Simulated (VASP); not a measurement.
The system is Al3Pd.

```
Al Pd
1.0
     3.94691    0.00000    0.00000
     0.00000    3.94691    0.00000
     0.00000    0.00000    3.94691
Al Pd
3 1
Cartesian
  0.0000 1.9735 1.9735
  1.9735 0.0000 1.9735
  1.9735 1.9735 0.0000
  0.0000 0.0000 0.0000
```

Program: VASP 6.6.1. Alike in all runs: task single point; level PBE; potentials or basis VASP PAW PBE potentials, release 64 (Al, Pd); no spin polarisation; cell as given. Hardware: 1 thread of Intel(R) Xeon(R) 6975P-C (Granite Rapids), with other jobs on the host.

Order these runs on this cell by their wall time, lowest first.
A. k mesh 10 × 10 × 10; cutoff (eV) 520; smearing gaussian 0.05 eV
B. k mesh 5 × 5 × 5; cutoff (eV) 500; smearing gaussian 0.4 eV
C. k mesh 1 × 1 × 1; cutoff (eV) 520; smearing gaussian 0.1 eV

C (2.7 s), B (5.5 s), A (22 s).

Caveats: some runs use coarse meshes.
